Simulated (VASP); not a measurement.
A run of VASP 6.6.1 is set up as follows.

Contents of INCAR:

```
PREC = Accurate ; ENCUT = 520
EDIFF = 1E-6 ; ISMEAR = 0
SIGMA = 0.15 ; LREAL = F
LASPH = T ; NELM = 100
ALGO = Fast ; ISIF = 2
LWAVE = F ; LCHARG = T
GGA = PS ; LELF = T
LVHAR = T ; NBANDS = 18
```

Contents of KPOINTS:

```
Automatic mesh
0
Gamma
  16 16 16
```

The input POSCAR:

```
ZnAu
1.0
    3.2256750000      0.0000000000      0.0000000000
    0.0000000000      3.2256750000      0.0000000000
    0.0000000000      0.0000000000      3.0683250000
Zn Au
1 1
Direct
    0.5000000000      0.5000000000      0.5000000000
    0.0000000000      0.0000000000      0.0000000000
```

Potentials or basis: VASP PAW PBE potentials, release 64 (Zn, Au).

Launch:

```bash
$ cat potpaw_PBE.64/Zn/POTCAR potpaw_PBE.64/Au/POTCAR > POTCAR
$ mpirun -np 1 vasp_std > vasp.out
```

Question: What does it give for the pressure?

Answer: -5.1 GPa.

Question: Estimate the band gap on the k mesh.

Answer: Zero (an odd number of electrons rules out a gap without spin polarisation).

Stress tensor (GPa, compression positive):
```
-5.23  0.00  0.00
 0.00 -5.23  0.00
 0.00  0.00 -4.96
```

Caveat: the cell differs from its parent crystal (strain +0.025 along x and y, -0.025 along z); the cell stands under tension; the PAW data sets were made with another functional, which shifts forces and pressure a little; spin-orbit coupling is left out, which moves the levels of the heavy elements.
